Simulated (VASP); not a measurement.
Here is a VASP 6.6.1 calculation.

The input INCAR:

```
PREC = Accurate
ENCUT = 520
EDIFF = 1E-7
ISMEAR = -1
SIGMA = 0.02
LREAL = Auto
LASPH = True
NELM = 80
ALGO = Normal
ISIF = 2
LWAVE = False
LCHARG = False
GGA = PE
NBANDS = 49
```

The input KPOINTS:

```
regular mesh
0
Gamma
  1 1 1
```

POSCAR

```
H12SO8
1.0
    6.3330260000      0.0000000000      0.0000000000
    0.0000000000      6.3330260000      0.0000000000
    0.0000000000      0.0000000000      6.3330260000
O H S
8 12 1
Direct
    0.3465010249      0.6080505591      0.8317508881
    0.6335202161      0.0289119293      0.9021121972
    0.9747157204      0.3116519654      0.5073719893
    0.4962398702      0.8161817116      0.4609486839
    0.3753655835      0.2199580422      0.5942025187
    0.1801350571     -0.0764089710      0.1130896984
    0.8517413319      0.5258623603     -0.0021790531
    0.5983869323      0.3836238790      0.2670603279
    0.4699333304      0.6132139675      0.9194814612
    0.3639018693      0.7216455451      0.7382095068
    0.5637905166      0.0997943163      0.7760113412
    0.7292406505     -0.0711192406      0.8369458771
    1.1212965177      0.2700446832      0.4997295132
    0.9359033107      0.3983719631      0.6216617459
    0.3658914396      0.8637577045      0.3937454228
    0.5642484335      0.7191191067      0.3653545714
    0.4737387783      0.2685604007      0.4872552236
    0.3542382425      0.3389217098      0.7023025012
    0.3093939611     -0.0072003494      0.0511130066
    0.1633658223     -0.2004886763      0.0183482588
    0.8003441009      0.3555804129      0.1551548975
```

Potentials or basis: VASP PAW PBE potentials, release 64 (O, H, S).

Launch:

```bash
$ cat potpaw_PBE.64/O/POTCAR potpaw_PBE.64/H/POTCAR potpaw_PBE.64/S/POTCAR > POTCAR
$ mpirun -np 1 vasp_gam > vasp.out
```

Problem. Predict the largest force.

Solution. 2.567 eV/Å.

Problem. Predict the band gap on the k mesh.

Solution. 2.93 eV.

Problem. What does it give for the pressure?

Solution. 0.0 GPa.

Stress tensor (GPa, compression positive):
```
 0.76 -0.59  0.49
-0.59 -0.30  0.26
 0.49  0.26 -0.39
```

Caveat: the k points lie up to 0.99 Å⁻¹ apart.
